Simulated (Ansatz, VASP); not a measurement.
# One calculation of BeS, two programs

File INCAR:

```
ALGO     = Normal         # electronic algorithm
EDIFF    = 1E-6           # SCF threshold, eV
ENCUT    = 520            # plane-wave cutoff, eV
GGA      = PS             # functional
ISIF     = 2              # what is computed and relaxed
ISMEAR   = 0              # smearing method
LASPH    = True           # aspherical terms in the spheres
LCHARG   = False          # write CHGCAR
LREAL    = False          # projectors in reciprocal space
LWAVE    = False          # write WAVECAR
NBANDS   = 11             # bands
NELM     = 60             # most SCF steps
PREC     = Accurate       # precision mode
SIGMA    = 0.05           # smearing width, eV
```

Contents of KPOINTS:

```
k-points
0
Gamma
  10 10 10
```

Contents of POSCAR:

```
BeS
1.0
    0.0000000000      2.2800652826      2.4310323943
    2.4310323943      0.0000000000      2.4310323943
    2.4310323943      2.2800652826      0.0000000000
Be S
1 1
Direct
    0.0000000000      0.0000000000      0.0000000000
    0.7500000000      0.7500000000      0.7500000000
```

Input for Ansatz:

```yaml
crystal:
  lattice:
    - [0.0, 2.2800652826, 2.4310323943]
    - [2.4310323943, 0.0, 2.4310323943]
    - [2.4310323943, 2.2800652826, 0.0]
  atoms:
    - { symbol: Be, position: [0.0, 0.0, 0.0] }
    - { symbol: S, position: [0.75, 0.75, 0.75] }
basis:
  ecutwfc: 520.0
kpoints:
  mp_grid: { grid: [10, 10, 10] }
hamiltonian:
  xc: pbesol
scf:
  occupations: { method: gaussian, width: 0.05 }
output:
  forces: true
  stress: true
  eigenvalues: true
```

Alike in both runs: task single point; functional PBEsol; k mesh 10 × 10 × 10; occupations gaussian, width 0.05 eV; no spin polarisation.

```csv
,VASP,Ansatz
version,VASP 6.6.1,Ansatz 0.2.0
potentials or method,"VASP PAW PBE potentials, release 64 (Be, S), cutoff 520 eV","scalar-relativistic, plane waves, PAW"
valence electrons in the cell,8,8
```

VASP gave:

| Property | Result |
| --- | --- |
| gap on the k mesh at the Fermi level (eV) | 2.25 |
| least direct gap on the mesh (eV) | 5.35 |
| pressure (GPa) | 5.3 |
| traceless stress, the component that is largest in VASP (GPa) | 3.64 |

Estimate Ansatz's values.

gap on the k mesh at the Fermi level (eV): 2.25; least direct gap on the mesh (eV): 5.32; pressure (GPa): 5.2; traceless stress, the component that is largest in VASP (GPa): 3.66.

VASP's potentials were made for PBE, not for PBEsol.
